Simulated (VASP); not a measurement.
# AlNi3 (Fm-3m) in VASP: further runs

The runs below take AlNi3 through single point, with PBE.

All numbers are computed with VASP 6.6.1; they aren't measurements. Logs are shortened: lines on timing, memory, paths and dates and some standing lists are left out, and cuts for length are marked.

## (1) The cell of the first run

The structure is cubic, space group Fm-3m (No. 225). Conventional cell: a = 5.890 Å, b = 5.890 Å, c = 5.890 Å, α = 90.00°, β = 90.00°, γ = 90.00°. Within 3.4 Å of Al (site symmetry m-3m) lie 14 Ni at 2.55 to 2.95 Å. Ni (site symmetry -43m) has 4 Al at 2.55 Å and 10 Ni at 2.55 to 2.95 Å within 3.4 Å. Within 3.4 Å of Ni (site symmetry m-3m) lie 8 Ni at 2.55 Å and 6 Al at 2.95 Å.

## (2) Single point, PBE, collinear spin, ferromagnetic start (12.77 Å³/atom)

The input, INCAR:

```
SYSTEM = AlNi3
  PREC = Accurate
  ENCUT = 520
  EDIFF = 1E-6
  ISMEAR = 0
  SIGMA = 0.15
  LREAL = .False.
  LASPH = .True.
  NELM = 150
  ALGO = Fast
  ISIF = 2
  LWAVE = .False.
  LCHARG = .False.
  ISPIN = 2
  MAGMOM = 0 0.5 0.5 0.5
  LORBIT = 11
  NUPDOWN = 1.5
  LMAXMIX = 4
  GGA = PE
  NBANDS = 28
```

The input, KPOINTS:

```
regular mesh
0
Gamma
  14 14 14
  0 0 0
```

The input, POSCAR:

```
AlNi3
1.0
    0.0000000000      2.9450746116      2.9450746116
    2.9450746116      0.0000000000      2.9450746116
    2.9450746116      2.9450746116      0.0000000000
Al Ni
1 3
Direct
    0.5000000000      0.5000000000      0.5000000000
    0.2500000000      0.2500000000      0.2500000000
    0.0000000000      0.0000000000      0.0000000000
    0.7500000000      0.7500000000      0.7500000000
```

Potentials or basis: VASP PAW PBE potentials, release 64 (Al, Ni).

Command:

```console
cat potpaw_PBE.64/Al/POTCAR potpaw_PBE.64/Ni/POTCAR > POTCAR
mpirun -np 1 vasp_std > vasp.out
```

OUTCAR:

```text
SYSTEM = AlNi3
   PREC = Accurate
   ENCUT = 520
   EDIFF = 1E-6
   ISMEAR = 0
   LREAL = .False.
   LASPH = .True.
   NELM = 150
   ISIF = 2
   ISPIN = 2
   LORBIT = 11
   NUPDOWN = 1.5
   GGA = PE

 ion  position               nearest neighbor table
   1  0.500  0.500  0.500-   2 2.55   4 2.55   2 2.55   2 2.55   2 2.55   4 2.55   4 2.55   4 2.55
                             3 2.95   3 2.95   3 2.95   3 2.95   3 2.95   3 2.95
   2  0.250  0.250  0.250-   1 2.55   3 2.55   3 2.55   3 2.55   3 2.55   1 2.55   1 2.55   1 2.55
                             4 2.95   4 2.95   4 2.95   4 2.95   4 2.95   4 2.95
   3  0.000  0.000  0.000-   2 2.55   4 2.55   4 2.55   4 2.55   4 2.55   2 2.55   2 2.55   2 2.55
                             1 2.95   1 2.95   1 2.95   1 2.95   1 2.95   1 2.95
   4  0.750  0.750  0.750-   1 2.55   3 2.55   1 2.55   1 2.55   1 2.55   3 2.55   3 2.55   3 2.55
                             2 2.95   2 2.95   2 2.95   2 2.95   2 2.95   2 2.95

  LATTYP: Found a face centered cubic cell.
 ALAT       =     5.8901492232

  Lattice vectors:

 A1 = (   0.0000000000,   2.9450746116,   2.9450746116)
 A2 = (   2.9450746116,   0.0000000000,   2.9450746116)
 A3 = (   2.9450746116,   2.9450746116,   0.0000000000)

Analysis of symmetry for initial positions (statically):
=====================================================================
 Subroutine PRICEL returns:
 Original cell was already a primitive cell.

 Routine SETGRP: Setting up the symmetry group for a
 face centered cubic supercell.

 Subroutine GETGRP returns: Found 48 space group operations
 (whereof 48 operations were pure point group operations)
 out of a pool of 48 trial point group operations.

The static configuration has the point symmetry O_h .

Analysis of symmetry for dynamics (positions and initial velocities):
=====================================================================
 Subroutine PRICEL returns:
 Original cell was already a primitive cell.

 Routine SETGRP: Setting up the symmetry group for a
 face centered cubic supercell.

 Subroutine GETGRP returns: Found 48 space group operations
 (whereof 48 operations were pure point group operations)
 out of a pool of 48 trial point group operations.

The dynamic configuration has the point symmetry O_h .

Analysis of structural, dynamic, and magnetic symmetry:
=====================================================================
 Subroutine PRICEL returns:
 Original cell was already a primitive cell.

 Routine SETGRP: Setting up the symmetry group for a
 face centered cubic supercell.

[... 137 lines left out ...]
   LEPSILON=     F    determine dielectric tensor
   LRPA    =     F    only Hartree local field effects (RPA)
 spin polarized calculation
 RMM-DIIS sequential band-by-band and
 Gauss-broadening in eV      SIGMA  =   0.15
  energy-cutoff  :      520.00
  volume of cell :       51.09
 maximum number of plane-waves:      1392
   NGX = 15   NGY = 15   NGZ = 15

 number of electron      33.0000029 magnetization       1.5000002

 Free energy of the ion-electron system (eV)
  ---------------------------------------------------
  ext. energy  EPLUGINS =         0.00000000
  ---------------------------------------------------
  free energy    TOTEN  =       -21.26327582 eV

  energy without entropy =      -21.19807485  energy(sigma->0) =      -21.23067533

 E-fermi :   7.9156     XC(G=0): -12.0352

 val. band max:        8.3564937249   @ k =   0.5000   0.2857   0.0000
 cond. band min:       7.9171327504   @ k =  -0.4286   0.4286   0.0000
 fundamental gap:     -0.4393609745
 Fermi energy:         8.3571876448

 spin component 1

 k-point     1 :       0.0000    0.0000    0.0000
  band No.  band energies     occupation
      1      -1.1858      1.00000
      2       4.9008      1.00000
      3       4.9008      1.00000
      4       4.9841      1.00000
      5       4.9841      1.00000
      6       4.9841      1.00000
[... 733 lines left out ...]
     27      20.5431      0.00000
     28      20.7389      0.00000

 [... further k-points ...]

 spin component 2

 k-point     1 :       0.0000    0.0000    0.0000
  band No.  band energies     occupation
      1      -1.1403      1.00000
      2       5.2529      1.00000
      3       5.2529      1.00000
      4       5.2752      1.00000
      5       5.2752      1.00000
      6       5.2752      1.00000
[... 733 lines left out ...]
     27      20.6568      0.00000
     28      20.8392      0.00000

 [... further k-points ...]

------------------------ aborting loop because EDIFF is reached ----------------------------------------

  FORCE on cell =-STRESS in cart. coord.  units (eV):
  Direction    XX          YY          ZZ          XY          YZ          ZX
  --------------------------------------------------------------------------------------
  -------------------------------------------------------------------------------------
  Total       -4.5060857     -4.5060857     -4.5060857     -0.0000000     -0.0000000      0.0000000
  in kB     -141.3159326   -141.3159326   -141.3159326     -0.0000000     -0.0000000      0.0000000
  external PRESSURE =    -141.3159326 kB  Pullay stress =       0.0000000 kB

 VOLUME and BASIS-vectors are now :
 -----------------------------------------------------------------------------
  energy-cutoff  :      520.00
  volume of cell :       51.09
      direct lattice vectors                 reciprocal lattice vectors
     0.000000000  2.945074612  2.945074612    -0.169774986  0.169774986  0.169774986
     2.945074612  0.000000000  2.945074612     0.169774986 -0.169774986  0.169774986
     2.945074612  2.945074612  0.000000000     0.169774986  0.169774986 -0.169774986

 POSITION                                       TOTAL-FORCE (eV/Angst)
 -----------------------------------------------------------------------------------
      2.94507      2.94507      2.94507        -0.000000     -0.000000     -0.000000
      1.47254      1.47254      1.47254        -0.000000     -0.000000     -0.000000
      0.00000      0.00000      0.00000        -0.000000     -0.000000     -0.000000
      4.41761      4.41761      4.41761         0.000000      0.000000      0.000000
 -----------------------------------------------------------------------------------
    total drift:                               -0.000000     -0.000000      0.000000

  FREE ENERGIE OF THE ION-ELECTRON SYSTEM (eV)
  ---------------------------------------------------
  free  energy   TOTEN  =       -21.2632758199 eV

  energy  without entropy=      -21.1980748458  energy(sigma->0) =      -21.23067533

 total charge

# of ion       s       p       d       tot
------------------------------------------
    1        0.393   0.361   0.000   0.754
    2        0.434   0.416   8.360   9.211
    3        0.435   0.402   8.306   9.143
    4        0.434   0.416   8.360   9.211
--------------------------------------------------
tot          1.696   1.596  25.025  28.318

 magnetization (x)

# of ion       s       p       d       tot
------------------------------------------
    1       -0.000   0.007   0.000   0.007
    2        0.009   0.007   0.425   0.440
    3        0.004   0.007   0.581   0.592
    4        0.009   0.007   0.425   0.440
--------------------------------------------------
tot          0.021   0.027   1.431   1.480
```

Wall time 7.7 min (1 thread of Oxide Virtual Turin-like, shared host); peak memory 0.31 GiB.

What came out:

```yaml
Free_energy: -21.2633 eV
Pressure: -14.1 GPa
Net_moment: 1.50 μB per cell
Site_moments: Al +0.01; Ni +0.44, +0.59 (each value once) μB
Valence_electrons_inside_the_program's_atomic_spheres: Al 0.75; Ni 9.21, 9.14 (each value once)
```

Caveat: the cell stands under tension; the total moment is fixed, so each spin has its own Fermi level and the state may be an excited one.

(Continued in part 2 of 2.)
